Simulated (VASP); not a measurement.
# Cd (I4/mmm) in VASP: further runs, part 2 of 2

VASP 6.6.1. Earlier steps stand in the parts before.

## (4) Single point, PBEsol (strain +0.000 along x and y, -0.015 along z)

Contents of INCAR:

```
ALGO = Normal ; EDIFF = 1E-6
ENCUT = 520 ; GGA = PS
ISIF = 2 ; ISMEAR = 0
LASPH = T ; LCHARG = F
LREAL = F ; LWAVE = F
NBANDS = 12 ; NELM = 60
PREC = Accurate ; SIGMA = 0.15
```

Contents of KPOINTS:

```
k-points
0
Gamma
  18 18 18
```

Contents of POSCAR:

```
Cd
1.0
    0.0000000000      2.2181497500      2.1848775037
    2.2181497500      0.0000000000      2.1848775037
    2.2181497500      2.2181497500      0.0000000000
Cd
1
Direct
    0.0000000000      0.0000000000      0.0000000000
```

Potentials or basis: VASP PAW PBE potentials, release 64 (Cd).

Run with:

```
$ cat potpaw_PBE.64/Cd/POTCAR > POTCAR
$ mpirun -np 1 vasp_std > vasp.out
```

OUTCAR:

```text
EDIFF = 1E-6
   ENCUT = 520
   GGA = PS
   ISIF = 2
   ISMEAR = 0
   LASPH = T
   LREAL = F
   NELM = 60
   PREC = Accurate

 ion  position               nearest neighbor table
   1  0.000  0.000  0.000-

  LATTYP: Found a body centered tetragonal cell.
 ALAT       =     3.1369374598
 C/A-ratio  =     1.3930003589

  Lattice vectors:

 A1 = (   0.0000000000,  -2.2181497500,  -2.1848775037)
 A2 = (   0.0000000000,   2.2181497500,  -2.1848775037)
 A3 = (   2.2181497500,   0.0000000000,   2.1848775037)

Analysis of symmetry for initial positions (statically):
=====================================================================
 Subroutine PRICEL returns:
 Original cell was already a primitive cell.

 Routine SETGRP: Setting up the symmetry group for a
 body centered tetragonal supercell.

 Subroutine GETGRP returns: Found 16 space group operations
 (whereof 16 operations were pure point group operations)
 out of a pool of 16 trial point group operations.

The static configuration has the point symmetry D_4h.

Analysis of symmetry for dynamics (positions and initial velocities):
=====================================================================
 Subroutine PRICEL returns:
 Original cell was already a primitive cell.

 Routine SETGRP: Setting up the symmetry group for a
 body centered tetragonal supercell.

 Subroutine GETGRP returns: Found 16 space group operations
 (whereof 16 operations were pure point group operations)
 out of a pool of 16 trial point group operations.

The dynamic configuration has the point symmetry D_4h.

 Subroutine INISYM returns: Found 16 space group operations
 (whereof 16 operations are pure point group operations),
 and found     1 'primitive' translations

----------------------------------------------------------------------------------------

                                     Primitive cell

  volume of cell :      21.5000

  direct lattice vectors                    reciprocal lattice vectors
     0.000000000  2.218149750  2.184877504    -0.225413095  0.225413095  0.228845782
     2.218149750  0.000000000  2.184877504     0.225413095 -0.225413095  0.228845782
     2.218149750  2.218149750  0.000000000     0.225413095  0.225413095 -0.228845782

  length of vectors
     3.113499321  3.113499321  3.136937460     0.392418805  0.392418805  0.392418805

  position of ions in fractional coordinates (direct lattice)
     0.000000000  0.000000000  0.000000000

  ion indices of the primitive-cell ions
   primitive index   ion index
                 1           1

----------------------------------------------------------------------------------------

 KPOINTS: k-points

Automatic generation of k-mesh.
 Grid dimensions read from file:
 generate k-points for:   18   18   18

 Generating k-lattice:

  Cartesian coordinates                     Fractional coordinates (reciprocal lattice)
    -0.012522950  0.012522950  0.012713655     0.055555556  0.000000000  0.000000000
     0.012522950 -0.012522950  0.012713655     0.000000000  0.055555556  0.000000000
     0.012522950  0.012522950 -0.012713655     0.000000000  0.000000000  0.055555556

  Length of vectors
     0.021801045  0.021801045  0.021801045

  Shift w.r.t. Gamma in fractional coordinates (k-lattice)
     0.000000000  0.000000000  0.000000000

 Subroutine IBZKPT returns following result:
 ===========================================

 Found    480 irreducible k-points:

 Following reciprocal coordinates:
            Coordinates               Weight
  0.000000  0.000000  0.000000      1.000000
  0.055556 -0.000000  0.000000      8.000000
  0.111111 -0.000000  0.000000      8.000000
  0.166667  0.000000  0.000000      8.000000
  0.222222  0.000000  0.000000      8.000000
  0.277778  0.000000  0.000000      8.000000
[... 16 lines left out ...]
 -0.277778  0.055556  0.000000      8.000000
 -0.222222  0.055556  0.000000      8.000000
 [... further k-points ...]
   k-points           NKPTS =    480   k-points in BZ     NKDIM =    480   number of bands    NBANDS=     12
   number of dos      NEDOS =    301   number of ions     NIONS =      1
   total plane-waves  NPLWV =  13824
   dimension x,y,z NGX =    24 NGY =   24 NGZ =   24
   dimension x,y,z NGXF=    48 NGYF=   48 NGZF=   48
   ions per type =               1
   NGX,Y,Z   is equivalent  to a cutoff of  12.81, 12.81, 12.72 a.u.
   NGXF,Y,Z  is equivalent  to a cutoff of  25.63, 25.63, 25.44 a.u.
 SYSTEM =  unknown system
   PREC   = accura    normal or accurate (medium, high low for compatibility)
   ISTART =      0    job   : 0-new  1-cont  2-samecut
   ICHARG =      2    charge: 1-file 2-atom 10-const
   ISPIN  =      1    spin polarized calculation?
   LNONCOLLINEAR =      F non collinear calculations
   LSORBIT =      F    spin-orbit coupling
   LASPH  =      T    aspherical Exc in radial PAW
   ENCUT  =  520.0 eV  38.22 Ry    6.18 a.u.   5.79  5.79  5.83*2*pi/ulx,y,z
   NELM   =     60;   NELMIN=  2; NELMDL= -5     # of ELM steps
   EDIFF  = 0.1E-05   stopping-criterion for ELM
   LREAL  =      F    real-space projection
   EDIFFG = 0.1E-04   stopping-criterion for IOM
   NSW    =      0    number of steps for IOM
   IBRION =     -1    ionic relax: 0-MD 1-quasi-New 2-CG
   NFREE  =      0    steps in history (QN), initial steepest desc. (CG)
   ISIF   =      2    stress and relaxation
   ISYM   =      2    0-nonsym 1-usesym 2-fastsym
   POTIM  = 0.5000    time-step for ionic-motion
   TEBEG  =    0.0;   TEEND  =   0.0 temperature during run
   PSTRESS=    0.0 pullay stress
   NELECT =      12.0000    total number of electrons
   NUPDOWN=      -1.0000    fix difference up-down
   EMIN   =  10.00;   EMAX   =-10.00  energy-range for DOS
   EFERMI =   0.00;   METHOD = LEGACY
   ISMEAR =     0;   SIGMA  =   0.15  broadening in eV -4-tet -1-fermi 0-gaus
   EFERMI_NEDOS =   21; number of points for ismear=-14 and -15
   IALGO  =     38    algorithm
   IMIX   =      4    mixing-type and parameters
     AMIX     =   0.40;   BMIX     =  1.00
     AMIX_MAG =   1.60;   BMIX_MAG =  1.00
  volume/ion in A,a.u.               =      21.50       145.09
  Fermi-wavevector in a.u.,A,eV,Ry     =   1.347894  2.547150 24.719302  1.816817
  Thomas-Fermi vector in A             =   2.475607
   LORBIT       =      0    0 simple, 1 ext, 2 COOP (PROOUT), +10 PAW based schemes
   GGA     = PS    functional components
   LHFCALC =     F    Hartree Fock is set to
   AEXX    =    0.0000 exact exchange contribution
   IVDW    =     0    specifies the selected vdW correction
   LEPSILON=     F    determine dielectric tensor
   LRPA    =     F    only Hartree local field effects (RPA)
 non-spin polarized calculation
 Gauss-broadening in eV      SIGMA  =   0.15
  energy-cutoff  :      520.00
  volume of cell :       21.50
 maximum number of plane-waves:       594
   NGX = 11   NGY = 11   NGZ = 11

 number of electron      12.0000006 magnetization

 Free energy of the ion-electron system (eV)
  ---------------------------------------------------
  ext. energy  EPLUGINS =         0.00000000
  ---------------------------------------------------
  free energy    TOTEN  =        -1.18701225 eV

  energy without entropy =       -1.18294073  energy(sigma->0) =       -1.18497649

 E-fermi :   2.6936     XC(G=0): -11.2444

 val. band max:        2.6854701331   @ k =  -0.3889   0.5000   0.1111
 cond. band min:       2.6968832040   @ k =  -0.3889   0.2778   0.1111
 fundamental gap:      0.0114130710
 Fermi energy:         2.6936477236

 k-point     1 :       0.0000    0.0000    0.0000
  band No.  band energies     occupation
      1      -6.3640      2.00000
      2      -6.3640      2.00000
      3      -6.3131      2.00000
      4      -6.1726      2.00000
      5      -5.8961      2.00000
      6      -5.8499      2.00000
      7      16.7092      0.00000
      8      17.8293      0.00000
      9      17.8380      0.00000
     10      17.8380      0.00000
     11      21.2118      0.00000
     12      21.2653      0.00000
[... 331 lines left out ...]
 k-point    24 :      -0.2222    0.0556    0.0000
  band No.  band energies     occupation
      1      -6.5776      2.00000
      2      -6.2432      2.00000
      3      -6.2254      2.00000
      4      -5.8799      2.00000
      5      -5.7853      2.00000
      6      -4.4221      2.00000
      7       9.4980      0.00000
      8      14.7141      0.00000
      9      17.2261      0.00000
     10      17.5216      0.00000
     11      20.0245      0.00000
     12      20.1892      0.00000

 [... further k-points ...]

------------------------ aborting loop because EDIFF is reached ----------------------------------------

  FORCE on cell =-STRESS in cart. coord.  units (eV):
  Direction    XX          YY          ZZ          XY          YZ          ZX
  --------------------------------------------------------------------------------------
  -------------------------------------------------------------------------------------
  Total       -0.1672905     -0.1672905     -0.1075783      0.0000000      0.0000000      0.0000000
  in kB      -12.4664566    -12.4664566     -8.0167178      0.0000000      0.0000000      0.0000000
  external PRESSURE =     -10.9832103 kB  Pullay stress =       0.0000000 kB

 VOLUME and BASIS-vectors are now :
 -----------------------------------------------------------------------------
  energy-cutoff  :      520.00
  volume of cell :       21.50
      direct lattice vectors                 reciprocal lattice vectors
     0.000000000  2.218149750  2.184877504    -0.225413095  0.225413095  0.228845782
     2.218149750  0.000000000  2.184877504     0.225413095 -0.225413095  0.228845782
     2.218149750  2.218149750  0.000000000     0.225413095  0.225413095 -0.228845782

 POSITION                                       TOTAL-FORCE (eV/Angst)
 -----------------------------------------------------------------------------------
      0.00000      0.00000      0.00000        -0.000000      0.000000      0.000000
 -----------------------------------------------------------------------------------
    total drift:                               -0.000000      0.000000      0.000000

  FREE ENERGIE OF THE ION-ELECTRON SYSTEM (eV)
  ---------------------------------------------------
  free  energy   TOTEN  =        -1.1870122471 eV

  energy  without entropy=       -1.1829407340  energy(sigma->0) =       -1.18497649
```

OSZICAR:

```text
N       E                     dE             d eps       ncg     rms          rms(c)
DAV:   1     0.698129210966E+02    0.69813E+02   -0.69596E+03 12304   0.996E+02
DAV:   2    -0.128416548860E-01   -0.69826E+02   -0.66090E+02 12556   0.236E+02
DAV:   3    -0.126777337501E+01   -0.12549E+01   -0.12543E+01 13656   0.357E+01
DAV:   4    -0.126928121678E+01   -0.15078E-02   -0.15078E-02 12976   0.123E+00
DAV:   5    -0.126928462886E+01   -0.34121E-05   -0.34122E-05 13672   0.586E-02    0.309E+00
DAV:   6    -0.119306058028E+01    0.76224E-01   -0.20111E-01 13588   0.578E+00    0.251E+00
DAV:   7    -0.118777678571E+01    0.52838E-02   -0.13398E-02 13472   0.121E+00    0.135E+00
DAV:   8    -0.118699552923E+01    0.78126E-03   -0.14672E-03 12320   0.528E-01    0.616E-02
DAV:   9    -0.118700671694E+01   -0.11188E-04   -0.48369E-06 13748   0.171E-02    0.161E-02
DAV:  10    -0.118701228034E+01   -0.55634E-05   -0.36180E-06 12332   0.230E-02    0.210E-03
DAV:  11    -0.118701224709E+01    0.33248E-07   -0.35425E-08  6520   0.226E-03
   1 F= -.11870122E+01 E0= -.11849765E+01  d E =-.407151E-02
```

Run time: 30 s. Hardware: 1 thread of Intel Xeon 6975P-C (Granite Rapids), shared host; peak memory 0.23 GiB.

What came out:

* Free energy: -1.1870 eV
* Pressure: -1.1 GPa
* Band gap on the k mesh: zero (bands 6 and 7 overlap by 2.95 eV)

Stress tensor (GPa, compression positive):
```
-1.25  0.00  0.00
 0.00 -1.25  0.00
 0.00  0.00 -0.80
```

Caveat: the cell differs from its parent crystal (strain +0.000 along x and y, -0.015 along z); the PAW data sets were made with another functional, which shifts forces and pressure a little.

## (5) Single point, PBEsol (strain -0.015 along x and y, +0.030 along z)

Contents of INCAR:

```
PREC = Accurate
ENCUT = 520
EDIFF = 1E-6
ISMEAR = 0
SIGMA = 0.15
LREAL = F
LASPH = T
NELM = 100
ALGO = Normal
ISIF = 2
LWAVE = F
LCHARG = F
GGA = PS
NBANDS = 12
```

Contents of KPOINTS:

```
Automatic mesh
0
Gamma
  18 18 18
```

Contents of POSCAR:

```
Cd
1.0
    0.0000000000      2.1848775037      2.2846942425
    2.1848775037      0.0000000000      2.2846942425
    2.1848775037      2.1848775037      0.0000000000
Cd
1
Direct
    0.0000000000      0.0000000000      0.0000000000
```

Potentials or basis: VASP PAW PBE potentials, release 64 (Cd).

Run with:

```
$ cat potpaw_PBE.64/Cd/POTCAR > POTCAR
$ mpirun -np 1 vasp_std > vasp.out
```

OUTCAR:

```text
PREC = Accurate
   ENCUT = 520
   EDIFF = 1E-6
   ISMEAR = 0
   LREAL = F
   LASPH = T
   NELM = 100
   ISIF = 2
   GGA = PS

 ion  position               nearest neighbor table
   1  0.000  0.000  0.000-

  LATTYP: Found a body centered tetragonal cell.
 ALAT       =     3.0898833979
 C/A-ratio  =     1.4788223038

  Lattice vectors:

 A1 = (  -2.1848775037,   0.0000000000,   2.2846942425)
 A2 = (   2.1848775037,   0.0000000000,   2.2846942425)
 A3 = (   0.0000000000,   2.1848775037,  -2.2846942425)
[... 538 lines left out ...]
     12      20.7686      0.00000

 [... further k-points ...]

------------------------ aborting loop because EDIFF is reached ----------------------------------------

  FORCE on cell =-STRESS in cart. coord.  units (eV):
  Direction    XX          YY          ZZ          XY          YZ          ZX
  --------------------------------------------------------------------------------------
  -------------------------------------------------------------------------------------
  Total       -0.1539355     -0.1539355     -0.3978837      0.0000000     -0.0000000      0.0000000
  in kB      -11.3067352    -11.3067352    -29.2249938      0.0000000     -0.0000000      0.0000000
  external PRESSURE =     -17.2794880 kB  Pullay stress =       0.0000000 kB

 VOLUME and BASIS-vectors are now :
 -----------------------------------------------------------------------------
  energy-cutoff  :      520.00
  volume of cell :       21.81
      direct lattice vectors                 reciprocal lattice vectors
     0.000000000  2.184877504  2.284694243    -0.228845782  0.228845782  0.218847665
     2.184877504  0.000000000  2.284694243     0.228845782 -0.228845782  0.218847665
     2.184877504  2.184877504  0.000000000     0.228845782  0.228845782 -0.218847665

 POSITION                                       TOTAL-FORCE (eV/Angst)
 -----------------------------------------------------------------------------------
      0.00000      0.00000      0.00000         0.000000     -0.000000      0.000000
 -----------------------------------------------------------------------------------
    total drift:                               -0.000000      0.000000      0.000000

  FREE ENERGIE OF THE ION-ELECTRON SYSTEM (eV)
  ---------------------------------------------------
  free  energy   TOTEN  =        -1.1812043047 eV

  energy  without entropy=       -1.1770490797  energy(sigma->0) =       -1.17912669
```

It took 34 s on 1 thread of Intel Xeon 6975P-C (Granite Rapids), shared host; peak memory 0.23 GiB.

Results:

| Property | Result |
| --- | --- |
| Free energy | -1.1812 eV |
| Pressure | -1.7 GPa |
| Band gap on the k mesh | zero (bands 6 and 7 overlap by 3.13 eV) |

Levels at points of the mesh, in eV from the Fermi level:
| k point | band 3 | band 4 | band 5 | band 6 | band 7 | band 8 | band 9 | band 10 |
| --- | --- | --- | --- | --- | --- | --- | --- | --- |
| (0.00, 0.00, 0.00) | -8.97 | -8.78 | -8.63 | -8.49 | 13.97 | 14.98 | 14.98 | 15.03 |
| (0.50, 0.00, 0.00) | -8.95 | -8.21 | -8.16 | -2.30 | -1.28 | 11.78 | 13.09 | 13.35 |
| (0.50, 0.50, 0.00) | -8.20 | -8.10 | -8.10 | -1.16 | 0.80 | 7.29 | 7.29 | 11.55 |
| (0.50, 0.00, 0.50) | -8.21 | -8.14 | -8.03 | -0.59 | 1.74 | 6.50 | 6.67 | 10.90 |

Caveat: the cell differs from its parent crystal (strain -0.015 along x and y, +0.030 along z); the PAW data sets were made with another functional, which shifts forces and pressure a little.

## (6) Single point, PBEsol (strain +0.000 along x and y, +0.015 along z)

Contents of INCAR:

```
PREC     = Accurate       # precision mode
ENCUT    = 520            # plane-wave cutoff, eV
EDIFF    = 1E-7           # SCF threshold, eV
ISMEAR   = 0              # smearing method
SIGMA    = 0.15           # smearing width, eV
LREAL    = False          # projectors in reciprocal space
LASPH    = True           # aspherical terms in the spheres
NELM     = 60             # most SCF steps
ALGO     = Normal         # electronic algorithm
ISIF     = 2              # what is computed and relaxed
LWAVE    = False          # write WAVECAR
LCHARG   = False          # write CHGCAR
GGA      = PS             # functional
NBANDS   = 12             # bands
```

KPOINTS is that of step 5.

Contents of POSCAR:

```
Cd
1.0
    0.0000000000      2.2181497500      2.2514219962
    2.2181497500      0.0000000000      2.2514219962
    2.2181497500      2.2181497500      0.0000000000
Cd
1
Direct
    0.0000000000      0.0000000000      0.0000000000
```

Potentials or basis: VASP PAW PBE potentials, release 64 (Cd).

Run with:

```
$ cat potpaw_PBE.64/Cd/POTCAR > POTCAR
$ mpirun -np 1 vasp_std > vasp.out
```

Wall time 32 s (1 thread of Intel Xeon 6975P-C (Granite Rapids), shared host); peak memory 0.23 GiB.

Results (log left out):

| Quantity | Value |
| --- | --- |
| Free energy | -1.1796 eV |
| Pressure | -2.5 GPa |
| Band gap on the k mesh | zero (bands 6 and 7 overlap by 2.97 eV) |

Stress tensor (GPa, compression positive):
```
-2.35  0.00  0.00
 0.00 -2.35  0.00
 0.00  0.00 -2.82
```

Levels at points of the mesh, in eV from the Fermi level:
```csv
k point,band 4,band 5,band 6,band 7,band 8,band 9
"(0.00, 0.00, 0.00)",-8.64,-8.53,-8.49,13.91,14.84,14.84
"(0.50, 0.00, 0.00)",-8.15,-8.14,-2.22,-1.29,12.23,12.61
"(0.50, 0.50, 0.00)",-8.05,-8.05,-0.85,1.18,6.94,6.94
"(0.50, 0.00, 0.50)",-8.07,-8.03,-0.66,1.49,6.67,6.73
```

Caveat: the cell differs from its parent crystal (strain +0.000 along x and y, +0.015 along z); the PAW data sets were made with another functional, which shifts forces and pressure a little.

## (7) The runs side by side

| cell | gap on the mesh (eV) | pressure (GPa) |
| --- | --- | --- |
| a = 3.090, b = 3.090, c = 3.137 Å, angles 59.5, 59.5, 61.0°, 1 atom | none | -0.3 |
| a = 3.113, b = 3.113, c = 3.090 Å, angles 60.3, 60.3, 59.5°, 1 atom | none | -0.2 |
| a = 3.113, b = 3.113, c = 3.137 Å, angles 59.8, 59.8, 60.5°, 1 atom | none | -1.1 |
| a = 3.161, b = 3.161, c = 3.090 Å, angles 60.7, 60.7, 58.5°, 1 atom | none | -1.7 |
| a = 3.161, b = 3.161, c = 3.137 Å, angles 60.2, 60.2, 59.5°, 1 atom | none | -2.5 |

Alike in all rows: task single point; level PBEsol; potentials or basis VASP PAW PBE potentials, release 64 (Cd); no spin polarisation; k mesh 18 × 18 × 18; cutoff (eV) 520; smearing gaussian 0.15 eV.

Caveats: the PAW data sets were made with another functional, which shifts forces and pressure a little.

Absolute energies hang on the potentials; compare differences alone.
